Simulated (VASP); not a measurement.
# CdO (Fm-3m) in VASP: single point with PBE

Aim: the single point of CdO with PBE.

Program: VASP 6.6.1. These are calculated values, not measurements. Logs are shortened: lines on timing, memory, paths and dates and some standing lists are left out, and cuts for length are marked.

## Step 1: The cell of the first run

It takes space group Fm-3m (No. 225, cubic). Conventional cell: a = 4.617 Å, b = 4.617 Å, c = 4.617 Å, α = 90.00°, β = 90.00°, γ = 90.00°. Cd (site symmetry m-3m) has 6 O at 2.31 Å within 3.1 Å. Within 3.1 Å of O (site symmetry m-3m) lie 6 Cd at 2.31 Å.

## Step 2: Single point, PBE (strained)

Input file INCAR:

```
PREC = Accurate
ENCUT = 700
EDIFF = 1E-6
ISMEAR = 0
SIGMA = 0.1
LREAL = F
LASPH = T
NELM = 120
ALGO = Normal
ISIF = 2
LWAVE = F
LCHARG = T
GGA = PE
LELF = T
LVHAR = T
NBANDS = 20
GGA_COMPAT = F
```

Input file KPOINTS:

```
regular mesh
0
Gamma
  16 16 16
```

Input file POSCAR:

```
CdO
1.0
    0.0000000000      2.3086775985      2.3086775985
    2.3086775985      0.0000000000      2.3086775985
    2.3086775985      2.3086775985      0.0000000000
Cd O
1 1
Direct
    0.0000000000      0.0000000000      0.0000000000
    0.5000000000      0.5000000000      0.5000000000
```

Potentials or basis: VASP PAW PBE potentials, release 64 (Cd_sv_GW, O).

Run with:

```bash
$ cat potpaw_PBE.64/Cd_sv_GW/POTCAR potpaw_PBE.64/O/POTCAR > POTCAR
$ mpirun -np 1 vasp_std > vasp.out
```

OUTCAR:

```text
PREC = Accurate
   ENCUT = 700
   EDIFF = 1E-6
   ISMEAR = 0
   LREAL = F
   LASPH = T
   NELM = 120
   ISIF = 2
   GGA = PE

 ion  position               nearest neighbor table
   1  0.000  0.000  0.000-   2 2.31   2 2.31   2 2.31   2 2.31   2 2.31   2 2.31
   2  0.500  0.500  0.500-   1 2.31   1 2.31   1 2.31   1 2.31   1 2.31   1 2.31

  LATTYP: Found a face centered cubic cell.
 ALAT       =     4.6173551970

  Lattice vectors:

 A1 = (   0.0000000000,   2.3086775985,   2.3086775985)
 A2 = (   2.3086775985,   0.0000000000,   2.3086775985)
 A3 = (   2.3086775985,   2.3086775985,   0.0000000000)

Analysis of symmetry for initial positions (statically):
=====================================================================
 Subroutine PRICEL returns:
 Original cell was already a primitive cell.

 Routine SETGRP: Setting up the symmetry group for a
 face centered cubic supercell.

 Subroutine GETGRP returns: Found 48 space group operations
 (whereof 48 operations were pure point group operations)
 out of a pool of 48 trial point group operations.

The static configuration has the point symmetry O_h .

Analysis of symmetry for dynamics (positions and initial velocities):
=====================================================================
 Subroutine PRICEL returns:
 Original cell was already a primitive cell.

 Routine SETGRP: Setting up the symmetry group for a
 face centered cubic supercell.

 Subroutine GETGRP returns: Found 48 space group operations
 (whereof 48 operations were pure point group operations)
 out of a pool of 48 trial point group operations.

The dynamic configuration has the point symmetry O_h .

 Subroutine INISYM returns: Found 48 space group operations
 (whereof 48 operations are pure point group operations),
 and found     1 'primitive' translations

----------------------------------------------------------------------------------------

                                     Primitive cell

  volume of cell :      24.6105

  direct lattice vectors                    reciprocal lattice vectors
     0.000000000  2.308677599  2.308677599    -0.216574198  0.216574198  0.216574198
     2.308677599  0.000000000  2.308677599     0.216574198 -0.216574198  0.216574198
     2.308677599  2.308677599  0.000000000     0.216574198  0.216574198 -0.216574198

  length of vectors
     3.264963171  3.264963171  3.264963171     0.375117515  0.375117515  0.375117515

  position of ions in fractional coordinates (direct lattice)
     0.000000000  0.000000000  0.000000000
     0.500000000  0.500000000  0.500000000

  ion indices of the primitive-cell ions
   primitive index   ion index
                 1           1
                 2           2

----------------------------------------------------------------------------------------

 KPOINTS: regular mesh

Automatic generation of k-mesh.
 Grid dimensions read from file:
 generate k-points for:   16   16   16

 Generating k-lattice:

  Cartesian coordinates                     Fractional coordinates (reciprocal lattice)
    -0.013535887  0.013535887  0.013535887     0.062500000  0.000000000  0.000000000
     0.013535887 -0.013535887  0.013535887     0.000000000  0.062500000  0.000000000
     0.013535887  0.013535887 -0.013535887     0.000000000  0.000000000  0.062500000

  Length of vectors
     0.023444845  0.023444845  0.023444845

  Shift w.r.t. Gamma in fractional coordinates (k-lattice)
     0.000000000  0.000000000  0.000000000

 Subroutine IBZKPT returns following result:
 ===========================================

 Found    145 irreducible k-points:

 Following reciprocal coordinates:
            Coordinates               Weight
  0.000000  0.000000  0.000000      1.000000
  0.062500  0.000000  0.000000      8.000000
  0.125000  0.000000  0.000000      8.000000
  0.187500  0.000000  0.000000      8.000000
  0.250000  0.000000  0.000000      8.000000
  0.312500  0.000000  0.000000      8.000000
[... 16 lines left out ...]
 -0.125000  0.062500  0.000000     24.000000
 -0.062500  0.062500  0.000000     12.000000
 [... further k-points ...]
   k-points           NKPTS =    145   k-points in BZ     NKDIM =    145   number of bands    NBANDS=     20
   number of dos      NEDOS =    301   number of ions     NIONS =      2
   total plane-waves  NPLWV =  21952
   dimension x,y,z NGX =    28 NGY =   28 NGZ =   28
   dimension x,y,z NGXF=    56 NGYF=   56 NGZF=   56
   ions per type =               1   1
   NGX,Y,Z   is equivalent  to a cutoff of  14.26, 14.26, 14.26 a.u.
   NGXF,Y,Z  is equivalent  to a cutoff of  28.51, 28.51, 28.51 a.u.
 SYSTEM =  unknown system
   PREC   = accura    normal or accurate (medium, high low for compatibility)
   ISTART =      0    job   : 0-new  1-cont  2-samecut
   ICHARG =      2    charge: 1-file 2-atom 10-const
   ISPIN  =      1    spin polarized calculation?
   LNONCOLLINEAR =      F non collinear calculations
   LSORBIT =      F    spin-orbit coupling
   LASPH  =      T    aspherical Exc in radial PAW
   ENCUT  =  700.0 eV  51.45 Ry    7.17 a.u.   7.04  7.04  7.04*2*pi/ulx,y,z
   NELM   =    120;   NELMIN=  2; NELMDL= -5     # of ELM steps
   EDIFF  = 0.1E-05   stopping-criterion for ELM
   LREAL  =      F    real-space projection
   EDIFFG = 0.1E-04   stopping-criterion for IOM
   NSW    =      0    number of steps for IOM
   IBRION =     -1    ionic relax: 0-MD 1-quasi-New 2-CG
   NFREE  =      0    steps in history (QN), initial steepest desc. (CG)
   ISIF   =      2    stress and relaxation
   ISYM   =      2    0-nonsym 1-usesym 2-fastsym
   POTIM  = 0.5000    time-step for ionic-motion
   TEBEG  =    0.0;   TEEND  =   0.0 temperature during run
   PSTRESS=    0.0 pullay stress
   NELECT =      26.0000    total number of electrons
   NUPDOWN=      -1.0000    fix difference up-down
   EMIN   =  10.00;   EMAX   =-10.00  energy-range for DOS
   EFERMI =   0.00;   METHOD = LEGACY
   ISMEAR =     0;   SIGMA  =   0.10  broadening in eV -4-tet -1-fermi 0-gaus
   EFERMI_NEDOS =   21; number of points for ismear=-14 and -15
   IALGO  =     38    algorithm
   IMIX   =      4    mixing-type and parameters
     AMIX     =   0.40;   BMIX     =  1.00
     AMIX_MAG =   1.60;   BMIX_MAG =  1.00
  volume/ion in A,a.u.               =      12.31        83.04
  Fermi-wavevector in a.u.,A,eV,Ry     =   1.667347  3.150829 37.824822  2.780046
  Thomas-Fermi vector in A             =   2.753385
   LORBIT       =      0    0 simple, 1 ext, 2 COOP (PROOUT), +10 PAW based schemes
   GGA     = PE    functional components
   LHFCALC =     F    Hartree Fock is set to
   AEXX    =    0.0000 exact exchange contribution
   IVDW    =     0    specifies the selected vdW correction
   LEPSILON=     F    determine dielectric tensor
   LRPA    =     F    only Hartree local field effects (RPA)
 non-spin polarized calculation
 Gauss-broadening in eV      SIGMA  =   0.10
  energy-cutoff  :      700.00
  volume of cell :       24.61
 maximum number of plane-waves:      1056
   NGX = 15   NGY = 15   NGZ = 15

 number of electron      25.9999993 magnetization

 Free energy of the ion-electron system (eV)
  ---------------------------------------------------
  ext. energy  EPLUGINS =         0.00000000
  ---------------------------------------------------
  free energy    TOTEN  =        -7.72462309 eV

  energy without entropy =       -7.72438358  energy(sigma->0) =       -7.72450333

 E-fermi :   5.7759     XC(G=0): -12.2236

 val. band max:        5.6671963003   @ k =   0.5000   0.0000   0.0000
 cond. band min:       5.8511365145   @ k =   0.0625   0.0000   0.0000
 fundamental gap:      0.1839402142
 Fermi energy:         5.7759340085

 k-point     1 :       0.0000    0.0000    0.0000
  band No.  band energies     occupation
      1     -94.8222      2.00000
      2     -55.9051      2.00000
      3     -55.9051      2.00000
      4     -55.9051      2.00000
      5     -12.1048      2.00000
      6      -1.1552      2.00000
[... 12 lines left out ...]
     19      24.6463      0.00000
     20      24.6463      0.00000

 k-point     2 :       0.0625    0.0000    0.0000
  band No.  band energies     occupation
      1     -94.8221      2.00000
      2     -55.9060      2.00000
      3     -55.9053      2.00000
      4     -55.9053      2.00000
      5     -12.0741      2.00000
      6      -1.1740      2.00000
[... 12 lines left out ...]
     19      24.6683      0.00000
     20      24.6771      0.00000

 k-point     3 :       0.1250    0.0000    0.0000
  band No.  band energies     occupation
      1     -94.8219      2.00000
      2     -55.9083      2.00000
      3     -55.9056      2.00000
      4     -55.9056      2.00000
      5     -11.9853      2.00000
      6      -1.2376      2.00000
[... 12 lines left out ...]
     19      24.8241      0.00000
     20      24.8241      0.00000

 k-point     4 :       0.1875    0.0000    0.0000
  band No.  band energies     occupation
      1     -94.8217      2.00000
      2     -55.9118      2.00000
      3     -55.9062      2.00000
      4     -55.9062      2.00000
      5     -11.8485      2.00000
      6      -1.3637      2.00000
[... 12 lines left out ...]
     19      25.1532      0.00000
     20      25.1532      0.00000

 k-point     5 :       0.2500    0.0000    0.0000
  band No.  band energies     occupation
      1     -94.8215      2.00000
      2     -55.9160      2.00000
      3     -55.9068      2.00000
      4     -55.9068      2.00000
      5     -11.6807      2.00000
      6      -1.5638      2.00000
[... 12 lines left out ...]
     19      25.6369      0.00000
     20      25.6369      0.00000
[... 353 lines left out ...]
      6      -1.6577      2.00000
[... 12 lines left out ...]
     19      24.8271      0.00000
     20      26.7548      0.00000

 k-point    22 :      -0.1875    0.0625    0.0000
  band No.  band energies     occupation
      1     -94.8216      2.00000
      2     -55.9133      2.00000
      3     -55.9072      2.00000
      4     -55.9061      2.00000
      5     -11.7762      2.00000
      6      -1.4301      2.00000
[... 12 lines left out ...]
     19      24.2016      0.00000
     20      26.3125      0.00000

 k-point    23 :      -0.1250    0.0625    0.0000
  band No.  band energies     occupation
      1     -94.8218      2.00000
      2     -55.9097      2.00000
      3     -55.9065      2.00000
      4     -55.9056      2.00000
      5     -11.9211      2.00000
      6      -1.2710      2.00000
[... 12 lines left out ...]
     19      23.6769      0.00000
     20      25.9035      0.00000

 k-point    24 :      -0.0625    0.0625    0.0000
  band No.  band energies     occupation
      1     -94.8220      2.00000
      2     -55.9071      2.00000
      3     -55.9058      2.00000
      4     -55.9053      2.00000
      5     -12.0245      2.00000
      6      -1.1994      2.00000
[... 12 lines left out ...]
     19      23.4448      0.00000
     20      25.4705      0.00000

 [... further k-points ...]

------------------------ aborting loop because EDIFF is reached ----------------------------------------

  FORCE on cell =-STRESS in cart. coord.  units (eV):
  Direction    XX          YY          ZZ          XY          YZ          ZX
  --------------------------------------------------------------------------------------
  -------------------------------------------------------------------------------------
  Total        2.3083061      2.3083061      2.3083061     -0.0000000     -0.0000000     -0.0000000
  in kB      150.2740942    150.2740942    150.2740942     -0.0000000     -0.0000000     -0.0000000
  external PRESSURE =     150.2740942 kB  Pullay stress =       0.0000000 kB

 VOLUME and BASIS-vectors are now :
 -----------------------------------------------------------------------------
  energy-cutoff  :      700.00
  volume of cell :       24.61
      direct lattice vectors                 reciprocal lattice vectors
     0.000000000  2.308677599  2.308677599    -0.216574198  0.216574198  0.216574198
     2.308677599  0.000000000  2.308677599     0.216574198 -0.216574198  0.216574198
     2.308677599  2.308677599  0.000000000     0.216574198  0.216574198 -0.216574198

 POSITION                                       TOTAL-FORCE (eV/Angst)
 -----------------------------------------------------------------------------------
      0.00000      0.00000      0.00000         0.000000     -0.000000     -0.000000
      2.30868      2.30868      2.30868        -0.000000      0.000000      0.000000
 -----------------------------------------------------------------------------------
    total drift:                                0.000000      0.000000      0.000000

  FREE ENERGIE OF THE ION-ELECTRON SYSTEM (eV)
  ---------------------------------------------------
  free  energy   TOTEN  =        -7.7246230919 eV

  energy  without entropy=       -7.7243835776  energy(sigma->0) =       -7.72450333
```

Run time: 85 s. Hardware: 1 thread of Intel Xeon Platinum 8375C at 2.90GHz (Ice Lake), shared host; peak memory 0.27 GiB.

Results:

| Quantity | Value |
| --- | --- |
| Free energy | -7.7246 eV |
| Pressure | 15.0 GPa |
| Band gap on the k mesh | zero (bands 13 and 14 overlap by 0.31 eV) |

Caveat: the cell differs from its parent crystal (strained); the cell stands under pressure; semilocal functionals underestimate gaps, and a narrow one can read as zero.

The gap in the log of VASP goes by the Fermi energy; the results here count the filled bands.